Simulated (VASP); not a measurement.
Wanted: the native input for a VASP 6.6.1 run.

* Task: single point
* Functional: PBE
* Potentials or basis: VASP PAW PBE potentials, release 64 (Cu, Ge_d)
* Cutoff: 520 eV
* k mesh: 6 × 6 × 2
* Occupations: gaussian, width 0.1 eV
* Spin: no spin polarisation
* Dipole correction: no
* Further INCAR settings: ALGO = Fast; EDIFF = 1e-06; NBANDS = 45

The structure of Cu2Ge lies in POSCAR:

```
Cu2Ge
1.0
    4.3306841895     -0.0000000031      0.0000000000
   -2.1653420920      3.7504825254      0.0000000000
    0.0000000000      0.0000000000      9.4206419989
Cu Ge
4 2
Direct
    0.0000000000      0.0000000000      0.6296304936
    0.0000000000      0.0000000000      0.3703695064
    0.0000000000      0.0000000000      0.1234341222
    0.0000000000      0.0000000000      0.8765658778
    0.3333333333      0.6666666667      0.5000000000
    0.6666666667      0.3333333333      0.5000000000
```

One way to write it, as run:

INCAR

```
PREC     = Accurate       # precision mode
ENCUT    = 520            # plane-wave cutoff, eV
EDIFF    = 1E-6           # SCF threshold, eV
ISMEAR   = 0              # smearing method
SIGMA    = 0.1            # smearing width, eV
LREAL    = F              # projectors in reciprocal space
LASPH    = T              # aspherical terms in the spheres
NELM     = 80             # most SCF steps
ALGO     = Fast           # electronic algorithm
ISIF     = 2              # what is computed and relaxed
LWAVE    = F              # write WAVECAR
LCHARG   = T              # write CHGCAR
GGA      = PE             # functional
LELF     = T              # ELF
LVHAR    = T            
NBANDS   = 45             # bands
```

KPOINTS

```
regular mesh
0
Gamma
  6 6 2
```

Potentials or basis: VASP PAW PBE potentials, release 64 (Cu, Ge_d).

The run is started by

```bash
$ cat potpaw_PBE.64/Cu/POTCAR potpaw_PBE.64/Ge_d/POTCAR > POTCAR
$ mpirun -np 1 vasp_std > vasp.out
```

It gave:

| Property | Result |
| --- | --- |
| Pressure | 0.2 GPa |
| Largest force | 0.024 eV/Å |
| Band gap on the k mesh | zero (band 36 reaches 2.31 eV, above the bottom of band 37 at 1.16 eV) |

Run time: 110 s on 1 thread of AMD EPYC 9R45 (Zen 5), on a shared host, peak memory 0.26 GiB.
